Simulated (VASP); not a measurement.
**CaO: single point with PBE**

Crystal: CaO.

```
Ca O
1.0
     3.68450    0.00000    0.00000
    -1.84225    3.69930    0.00000
     0.00000    0.00000    4.87170
Ca O
2 2
Cartesian
  0.0000 2.4662 3.6538
  1.8423 1.2331 1.2179
  0.0000 2.4662 1.2179
  1.8423 1.2331 3.6538
```

This cell differs from its parent crystal: strain +e along x and -e along y -0.0733, strain +e along z and -e/2 along x and y +0.0133.

| Property | Result |
| --- | --- |
| Program | VASP 6.6.1 |
| Task | single point |
| Functional | PBE |
| Potentials or basis | VASP PAW PBE potentials, release 64 (Ca_sv, O) |
| Cutoff | 520 eV |
| k mesh | 9 × 9 × 6 |
| Occupations | gaussian, width 0.05 eV |
| Spin | no spin polarisation |
| Dipole correction | no |
| Further INCAR settings | ALGO = Normal; EDIFF = 1e-06; NBANDS = 24 |

* Pressure: 1.6 GPa
* Largest force: 0.798 eV/Å
* Band gap on the k mesh: 3.23 eV, direct

Forces in eV/Å, atoms in the order of the input:
```
Ca   0.000  0.798  0.000
Ca   0.000 -0.798  0.000
O    0.000  0.613  0.000
O    0.000 -0.613  0.000
```

Stress tensor (GPa, compression positive):
```
 8.66  0.00  0.00
 0.00 -2.63  0.00
 0.00  0.00 -1.11
```

Levels at points of the mesh, in eV from the valence-band top:
```tsv
k point	band 12	band 13	band 14	band 15	band 16	band 17	band 18	band 19	band 20	band 21
(0.00, 0.00, 0.00)	-1.20	-1.12	-0.97	-0.94	0.00	3.23	6.07	6.41	7.51	7.63
(0.00, 0.00, 0.50)	-1.51	-1.31	-1.31	-1.05	-1.05	5.01	5.01	7.66	7.66	7.92
```

Run time: 56 s on 1 thread of Intel(R) Xeon(R) 6975P-C (Granite Rapids), with other jobs on the host, peak memory 0.27 GiB.

Caveat: the cell differs from its parent crystal (strain +e along x and -e along y -0.0733, strain +e along z and -e/2 along x and y +0.0133). A k mesh can miss the band edges.
